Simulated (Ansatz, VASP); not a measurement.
## One calculation of CdF2, two programs

The input INCAR:

```
SYSTEM = CdF2
PREC = Accurate
ENCUT = 520
EDIFF = 1E-7
ISMEAR = 0
SIGMA = 0.05
LREAL = .FALSE.
LASPH = .TRUE.
NELM = 60
ALGO = Normal
ISIF = 2
LWAVE = .FALSE.
LCHARG = .FALSE.
GGA = PE
NBANDS = 20
```

The input KPOINTS:

```
regular mesh
0
G
  8 8 8
  0 0 0
```

POSCAR

```
CdF2
1.0
    1.0533872689      3.3106457022      3.3106457022
    3.3106457022      1.0533872689      3.3106457022
    3.3106457022      3.3106457022      1.0533872689
Cd F
1 2
Direct
    0.0000000000      0.0000000000      0.0000000000
    0.2500000000      0.2500000000      0.2500000000
    0.7500000000      0.7500000000      0.7500000000
```

Input for Ansatz:

```yaml
crystal:
  lattice:
    - [1.0533872689, 3.3106457022, 3.3106457022]
    - [3.3106457022, 1.0533872689, 3.3106457022]
    - [3.3106457022, 3.3106457022, 1.0533872689]
  atoms:
    - { symbol: Cd, position: [0.0, 0.0, 0.0] }
    - { symbol: F, position: [0.25, 0.25, 0.25] }
    - { symbol: F, position: [0.75, 0.75, 0.75] }
basis:
  ecutwfc: 420
kpoints:
  mp_grid: { grid: [8, 8, 8] }
hamiltonian:
  xc: pbe
scf:
  occupations: { method: gaussian, width: 0.05 }
output:
  forces: true
  stress: true
  eigenvalues: true
  write_density: true
  write_potential: true
  elf: true
  volumetric_format: npy
```

Alike in both runs: task single point; functional PBE; k mesh 8 × 8 × 8; occupations gaussian, width 0.05 eV; no spin polarisation.

```csv
,VASP,Ansatz
version,VASP 6.6.1,Ansatz 0.2.0
potentials or method,"VASP PAW PBE potentials, release 64 (Cd, F), cutoff 520 eV","scalar-relativistic, plane waves, PAW"
valence electrons in the cell,26,34
```

|  | VASP | Ansatz | Ansatz less VASP |
| --- | --- | --- | --- |
| gap on the k mesh at the Fermi level (eV) | 3.42 | 3.47 | +0.044 |
| least direct gap on the mesh (eV) | 3.52 | 3.56 | +0.044 |
| pressure (GPa) | 25.4 | 23.5 | -1.84 |
| traceless stress, the component that is largest in VASP (GPa) | -6.04 | -5.69 | +0.350 |
| rms of the force components (eV/Å) | 0.562 | 0.486 | -0.0767 |

Atom by atom the forces differ by 0.077 eV/Å (rms over components). VASP's potentials hold 26 valence electrons a cell and Ansatz's 34, so a difference there can come from the potentials and not from the codes.
